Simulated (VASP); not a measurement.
Input of a VASP 6.6.1 run:

Contents of INCAR:

```
SYSTEM = P
PREC = Accurate
ENCUT = 520
EDIFF = 1E-6
ISMEAR = 0
SIGMA = 0.05
LREAL = .False.
LASPH = .True.
NELM = 100
ALGO = Normal
ISIF = 2
LWAVE = .False.
LCHARG = .True.
LELF = .True.
LVHAR = .True.
NBANDS = 18
```

The input KPOINTS:

```
regular mesh
0
Gamma
  10 1 8
  0 0 0
```

POSCAR

```
P
1.0
    3.3762753915      0.0000000000      0.0000000000
    0.0000000000     35.8394318856      0.0000000000
    0.0000000000      0.0000000000      4.3816233729
P
4
Direct
    0.0000000000      0.9702614300      0.5921507200
    0.0000000000      0.0297385700      0.4078492800
    0.5000000000      0.0297385700      0.0921507200
    0.5000000000      0.9702614300      0.9078492800
```

Potentials or basis: VASP PAW LDA potentials, release 64 (P).

Run with:

```bash
$ cat potpaw_LDA.64/P/POTCAR > POTCAR
$ mpirun -np 1 vasp_std > vasp.out
```

(1) Estimate the band gap on the k mesh.

(2) What does it give for the largest force?

Answers

(1) 0.44 eV, indirect (least direct gap 0.46 eV).

(2) 0.936 eV/Å.
